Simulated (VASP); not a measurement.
# KBr (I4/mmm) in VASP: notebook

Runs on KBr. Level: r2SCAN. Tasks: single point.

All numbers are computed with VASP 6.6.1; they aren't measurements. Logs are shortened: lines on timing, memory, paths and dates and some standing lists are left out, and cuts for length are marked.

**1. The cell of the first run**

The structure is tetragonal, space group I4/mmm (No. 139). The conventional cell has a = 4.656 Å, b = 4.656 Å, c = 6.256 Å, α = 90.00°, β = 90.00°, γ = 90.00°. K (site symmetry 4/mmm) has 6 Br at 3.13 to 3.29 Å within 4.1 Å. Br (site symmetry 4/mmm) has 6 K at 3.13 to 3.29 Å within 4.1 Å.

**2. Single point, r2SCAN (strain +0.000 along x and y, -0.050 along z)**

POSCAR

```
KBr
1.0
    0.0000000000      3.2925000000      3.1278750000
    3.2925000000      0.0000000000      3.1278750000
    3.2925000000      3.2925000000      0.0000000000
K Br
1 1
Direct
    0.0000000000      0.0000000000      0.0000000000
    0.5000000000      0.5000000000      0.5000000000
```

INCAR.step1

```
  PREC = Accurate
  ENCUT = 520
  ISMEAR = 0
  SIGMA = 0.05
  LREAL = False
  LASPH = True
  NELM = 60
  NBANDS = 15
  GGA = PE
  ALGO = Normal
  EDIFF = 1E-4
  LWAVE = True
  LCHARG = False
```

INCAR.step2

```
  PREC = Accurate
  ENCUT = 520
  EDIFF = 1E-6
  ISMEAR = 0
  SIGMA = 0.05
  LREAL = False
  LASPH = True
  NELM = 60
  ALGO = Normal
  ISIF = 2
  LWAVE = False
  LCHARG = False
  METAGGA = R2SCAN
  LMIXTAU = True
  NBANDS = 15
  ISTART = 1
```

KPOINTS

```
regular mesh
0
Gamma
  6 6 6
```

Potentials or basis: VASP PAW PBE potentials, release 64 (K_sv, Br).

On the command line:

```bash
> cat potpaw_PBE.64/K_sv/POTCAR potpaw_PBE.64/Br/POTCAR > POTCAR
> cp INCAR.step1 INCAR
> mpirun -np 1 vasp_std > vasp.out
> cp INCAR.step2 INCAR
> mpirun -np 1 vasp_std > vasp.out
```

OUTCAR:

```text
PREC = Accurate
   ENCUT = 520
   EDIFF = 1E-6
   ISMEAR = 0
   LREAL = False
   LASPH = True
   NELM = 60
   ISIF = 2
   METAGGA = R2SCAN
   ISTART = 1

 ion  position               nearest neighbor table
   1  0.000  0.000  0.000-   2 3.13   2 3.13   2 3.29   2 3.29   2 3.29   2 3.29
   2  0.500  0.500  0.500-   1 3.13   1 3.13   1 3.29   1 3.29   1 3.29   1 3.29

  LATTYP: Found a body centered tetragonal cell.
 ALAT       =     4.6562981541
 C/A-ratio  =     1.3435028843

  Lattice vectors:

 A1 = (   0.0000000000,  -3.2925000000,  -3.1278750000)
 A2 = (   0.0000000000,   3.2925000000,  -3.1278750000)
 A3 = (   3.2925000000,   0.0000000000,   3.1278750000)

Analysis of symmetry for initial positions (statically):
=====================================================================
 Subroutine PRICEL returns:
 Original cell was already a primitive cell.

 Routine SETGRP: Setting up the symmetry group for a
 body centered tetragonal supercell.

 Subroutine GETGRP returns: Found 16 space group operations
 (whereof 16 operations were pure point group operations)
 out of a pool of 16 trial point group operations.

The static configuration has the point symmetry D_4h.

Analysis of symmetry for dynamics (positions and initial velocities):
=====================================================================
 Subroutine PRICEL returns:
 Original cell was already a primitive cell.

 Routine SETGRP: Setting up the symmetry group for a
 body centered tetragonal supercell.

 Subroutine GETGRP returns: Found 16 space group operations
 (whereof 16 operations were pure point group operations)
 out of a pool of 16 trial point group operations.

The dynamic configuration has the point symmetry D_4h.

 Subroutine INISYM returns: Found 16 space group operations
 (whereof 16 operations are pure point group operations),
 and found     1 'primitive' translations

----------------------------------------------------------------------------------------

                                     Primitive cell

  volume of cell :      67.8158

  direct lattice vectors                    reciprocal lattice vectors
     0.000000000  3.292500000  3.127875000    -0.151860289  0.151860289  0.159852935
     3.292500000  0.000000000  3.127875000     0.151860289 -0.151860289  0.159852935
     3.292500000  3.292500000  0.000000000     0.151860289  0.151860289 -0.159852935

  length of vectors
     4.541382858  4.541382858  4.656298154     0.267723842  0.267723842  0.267723842

  position of ions in fractional coordinates (direct lattice)
     0.000000000  0.000000000  0.000000000
     0.500000000  0.500000000  0.500000000

  ion indices of the primitive-cell ions
   primitive index   ion index
                 1           1
                 2           2

----------------------------------------------------------------------------------------

 KPOINTS: regular mesh

Automatic generation of k-mesh.
 Grid dimensions read from file:
 generate k-points for:    6    6    6

 Generating k-lattice:

  Cartesian coordinates                     Fractional coordinates (reciprocal lattice)
    -0.025310048  0.025310048  0.026642156     0.166666667  0.000000000  0.000000000
     0.025310048 -0.025310048  0.026642156     0.000000000  0.166666667  0.000000000
     0.025310048  0.025310048 -0.026642156    -0.000000000 -0.000000000  0.166666667

  Length of vectors
     0.044620640  0.044620640  0.044620640

  Shift w.r.t. Gamma in fractional coordinates (k-lattice)
     0.000000000  0.000000000  0.000000000

 Subroutine IBZKPT returns following result:
 ===========================================

 Found     30 irreducible k-points:

 Following reciprocal coordinates:
            Coordinates               Weight
  0.000000  0.000000  0.000000      1.000000
  0.166667  0.000000  0.000000      8.000000
  0.333333 -0.000000  0.000000      8.000000
  0.500000  0.000000  0.000000      4.000000
  0.166667  0.166667  0.000000      2.000000
  0.333333  0.166667  0.000000      8.000000
[... 16 lines left out ...]
  0.333333  0.000000  0.333333      4.000000
  0.500000  0.000000  0.333333     16.000000
 [... further k-points ...]
   k-points           NKPTS =     30   k-points in BZ     NKDIM =     30   number of bands    NBANDS=     15
   number of dos      NEDOS =    301   number of ions     NIONS =      2
   total plane-waves  NPLWV =  46656
   dimension x,y,z NGX =    36 NGY =   36 NGZ =   36
   dimension x,y,z NGXF=    72 NGYF=   72 NGZF=   72
   ions per type =               1   1
   NGX,Y,Z   is equivalent  to a cutoff of  13.18, 13.18, 12.85 a.u.
   NGXF,Y,Z  is equivalent  to a cutoff of  26.36, 26.36, 25.71 a.u.
 SYSTEM =  unknown system
   PREC   = accura    normal or accurate (medium, high low for compatibility)
   ISTART =      1    job   : 0-new  1-cont  2-samecut
   ICHARG =      0    charge: 1-file 2-atom 10-const
   ISPIN  =      1    spin polarized calculation?
   LNONCOLLINEAR =      F non collinear calculations
   LSORBIT =      F    spin-orbit coupling
   LASPH  =      T    aspherical Exc in radial PAW
   ENCUT  =  520.0 eV  38.22 Ry    6.18 a.u.   8.44  8.44  8.66*2*pi/ulx,y,z
   NELM   =     60;   NELMIN=  2; NELMDL=  0     # of ELM steps
   EDIFF  = 0.1E-05   stopping-criterion for ELM
   LREAL  =      F    real-space projection
   EDIFFG = 0.1E-04   stopping-criterion for IOM
   NSW    =      0    number of steps for IOM
   IBRION =     -1    ionic relax: 0-MD 1-quasi-New 2-CG
   NFREE  =      0    steps in history (QN), initial steepest desc. (CG)
   ISIF   =      2    stress and relaxation
   ISYM   =      2    0-nonsym 1-usesym 2-fastsym
   POTIM  = 0.5000    time-step for ionic-motion
   TEBEG  =    0.0;   TEEND  =   0.0 temperature during run
   PSTRESS=    0.0 pullay stress
   NELECT =      16.0000    total number of electrons
   NUPDOWN=      -1.0000    fix difference up-down
   EMIN   =  10.00;   EMAX   =-10.00  energy-range for DOS
   EFERMI =   0.00;   METHOD = LEGACY
   ISMEAR =     0;   SIGMA  =   0.05  broadening in eV -4-tet -1-fermi 0-gaus
   EFERMI_NEDOS =   21; number of points for ismear=-14 and -15
   IALGO  =     38    algorithm
   IMIX   =      4    mixing-type and parameters
     AMIX     =   0.40;   BMIX     =  1.00
     AMIX_MAG =   1.60;   BMIX_MAG =  1.00
  volume/ion in A,a.u.               =      33.91       228.82
  Fermi-wavevector in a.u.,A,eV,Ry     =   1.011590  1.911628 13.923035  1.023314
  Thomas-Fermi vector in A             =   2.144649
   LORBIT       =      0    0 simple, 1 ext, 2 COOP (PROOUT), +10 PAW based schemes
   METAGGA = R2SCAN    functional components
   LHFCALC =     F    Hartree Fock is set to
   AEXX    =    0.0000 exact exchange contribution
   IVDW    =     0    specifies the selected vdW correction
   LEPSILON=     F    determine dielectric tensor
   LRPA    =     F    only Hartree local field effects (RPA)
 non-spin polarized calculation
 Gauss-broadening in eV      SIGMA  =   0.05
  energy-cutoff  :      520.00
  volume of cell :       67.82
 maximum number of plane-waves:      1844
 NGX is ok and might be reduce to    36
   NGX = 17   NGY = 17   NGZ = 17

 number of electron      16.0000002 magnetization

 Free energy of the ion-electron system (eV)
  ---------------------------------------------------
  ext. energy  EPLUGINS =         0.00000000
  ---------------------------------------------------
  free energy    TOTEN  =       -23.21444015 eV

  energy without entropy =      -23.21444015  energy(sigma->0) =      -23.21444015

 E-fermi :  -1.6438     XC(G=0):  -7.9994

 val. band max:       -1.8740204804   @ k =   0.0000   0.0000   0.0000
 cond. band min:       3.3316857031   @ k =   0.0000   0.0000   0.0000
 fundamental gap:      5.2057061835
 Fermi energy:        -1.6437625821

 k-point     1 :       0.0000    0.0000    0.0000
  band No.  band energies     occupation
      1     -30.6658      2.00000
      2     -14.7169      2.00000
      3     -13.3833      2.00000
      4     -13.3776      2.00000
      5     -13.3776      2.00000
      6      -1.9231      2.00000
      7      -1.9231      2.00000
      8      -1.8740      2.00000
      9       3.3317      0.00000
     10       6.2235      0.00000
     11       6.2235      0.00000
     12       6.5569      0.00000
     13       7.2111      0.00000
     14       7.5040      0.00000
     15      10.3240      0.00000

 k-point     2 :       0.1667    0.0000    0.0000
  band No.  band energies     occupation
      1     -30.6639      2.00000
      2     -14.7743      2.00000
      3     -13.3807      2.00000
      4     -13.3805      2.00000
      5     -13.2981      2.00000
      6      -2.2994      2.00000
      7      -2.0234      2.00000
      8      -1.9959      2.00000
      9       4.0132      0.00000
     10       6.1565      0.00000
     11       6.5953      0.00000
     12       6.8021      0.00000
     13       7.6066      0.00000
     14       7.9324      0.00000
     15      11.3645      0.00000

 k-point     3 :       0.3333   -0.0000    0.0000
  band No.  band energies     occupation
      1     -30.6601      2.00000
      2     -14.8737      2.00000
      3     -13.3868      2.00000
      4     -13.3807      2.00000
      5     -13.1471      2.00000
      6      -2.9301      2.00000
      7      -2.2107      2.00000
      8      -2.1927      2.00000
      9       5.0479      0.00000
     10       6.5571      0.00000
     11       7.5799      0.00000
     12       7.7306      0.00000
     13       8.6058      0.00000
     14       8.9967      0.00000
     15      10.7175      0.00000

 k-point     4 :       0.5000    0.0000    0.0000
  band No.  band energies     occupation
      1     -30.6582      2.00000
      2     -14.9178      2.00000
      3     -13.3898      2.00000
      4     -13.3809      2.00000
      5     -13.0764      2.00000
      6      -3.1987      2.00000
      7      -2.2986      2.00000
      8      -2.2851      2.00000
      9       5.3452      0.00000
     10       7.1669      0.00000
     11       8.7872      0.00000
     12       8.7873      0.00000
     13       8.8686      0.00000
     14       9.3435      0.00000
     15      10.1874      0.00000
[... 307 lines left out ...]
 k-point    22 :      -0.3333    0.5000    0.1667
  band No.  band energies     occupation
      1     -30.6553      2.00000
      2     -14.6565      2.00000
      3     -13.4827      2.00000
      4     -13.4445      2.00000
      5     -13.3323      2.00000
      6      -2.6120      2.00000
      7      -2.4435      2.00000
      8      -2.4340      2.00000
      9       5.1025      0.00000
     10       7.1110      0.00000
     11       7.1176      0.00000
     12       8.5392      0.00000
     13       9.1335      0.00000
     14       9.8164      0.00000
     15      10.6251      0.00000

 k-point    23 :       0.3333    0.0000    0.3333
  band No.  band energies     occupation
      1     -30.6589      2.00000
      2     -14.6976      2.00000
      3     -13.4196      2.00000
      4     -13.4027      2.00000
      5     -13.3647      2.00000
      6      -2.8044      2.00000
      7      -2.1326      2.00000
      8      -2.1209      2.00000
      9       4.7285      0.00000
     10       5.6029      0.00000
     11       8.1018      0.00000
     12       8.5912      0.00000
     13       8.8067      0.00000
     14       8.9792      0.00000
     15      10.0158      0.00000

 k-point    24 :       0.5000    0.0000    0.3333
  band No.  band energies     occupation
      1     -30.6570      2.00000
      2     -14.6958      2.00000
      3     -13.4555      2.00000
      4     -13.4095      2.00000
      5     -13.3311      2.00000
      6      -2.8042      2.00000
      7      -2.3645      2.00000
      8      -2.2115      2.00000
      9       4.8924      0.00000
     10       6.5598      0.00000
     11       7.9086      0.00000
     12       8.6218      0.00000
     13       8.8843      0.00000
     14       9.5225      0.00000
     15       9.9969      0.00000

 [... further k-points ...]

------------------------ aborting loop because EDIFF is reached ----------------------------------------

  FORCE on cell =-STRESS in cart. coord.  units (eV):
  Direction    XX          YY          ZZ          XY          YZ          ZX
  --------------------------------------------------------------------------------------
  -------------------------------------------------------------------------------------
  Total        0.1833623      0.1833623      1.3171116      0.0000000     -0.0000000     -0.0000000
  in kB        4.3320128      4.3320128     31.1173218      0.0000000     -0.0000000     -0.0000000
  external PRESSURE =      13.2604492 kB  Pullay stress =       0.0000000 kB

 VOLUME and BASIS-vectors are now :
 -----------------------------------------------------------------------------
  energy-cutoff  :      520.00
  volume of cell :       67.82
      direct lattice vectors                 reciprocal lattice vectors
     0.000000000  3.292500000  3.127875000    -0.151860289  0.151860289  0.159852935
     3.292500000  0.000000000  3.127875000     0.151860289 -0.151860289  0.159852935
     3.292500000  3.292500000  0.000000000     0.151860289  0.151860289 -0.159852935

 POSITION                                       TOTAL-FORCE (eV/Angst)
 -----------------------------------------------------------------------------------
      0.00000      0.00000      0.00000         0.000000     -0.000000      0.000000
      3.29250      3.29250      3.12787        -0.000000      0.000000     -0.000000
 -----------------------------------------------------------------------------------
    total drift:                                0.000000      0.000000      0.000000

  FREE ENERGIE OF THE ION-ELECTRON SYSTEM (eV)
  ---------------------------------------------------
  free  energy   TOTEN  =       -23.2144401454 eV

  energy  without entropy=      -23.2144401454  energy(sigma->0) =      -23.21444015
```

It took 58 s on 1 thread of Intel Xeon 6975P-C (Granite Rapids), shared host; peak memory 0.22 GiB.

Results:

```yaml
Free_energy: -23.2144 eV
Pressure: 1.3 GPa
Band_gap_on_the_k_mesh: 5.21 eV, direct
```

Stress tensor (GPa, compression positive):
```
0.43 0.00 0.00
0.00 0.43 0.00
0.00 0.00 3.11
```

Levels at points of the mesh, in eV from the valence-band top:
| k point | band 4 | band 5 | band 6 | band 7 | band 8 | band 9 | band 10 | band 11 | band 12 | band 13 |
| --- | --- | --- | --- | --- | --- | --- | --- | --- | --- | --- |
| (0.00, 0.00, 0.00) | -11.50 | -11.50 | -0.05 | -0.05 | 0.00 | 5.21 | 8.10 | 8.10 | 8.43 | 9.09 |
| (0.50, 0.00, 0.00) | -11.51 | -11.20 | -1.32 | -0.42 | -0.41 | 7.22 | 9.04 | 10.66 | 10.66 | 10.74 |
| (0.50, 0.50, 0.00) | -11.56 | -11.56 | -0.85 | -0.40 | -0.40 | 6.19 | 8.26 | 10.35 | 10.60 | 10.80 |
| (0.50, 0.00, 0.50) | -11.56 | -11.54 | -0.95 | -0.31 | -0.31 | 6.29 | 8.20 | 10.24 | 10.35 | 10.75 |

Caveat: the cell differs from its parent crystal (strain +0.000 along x and y, -0.050 along z); the PAW data sets were made with another functional, which shifts forces and pressure a little.

(Continued in part 2 of 2.)
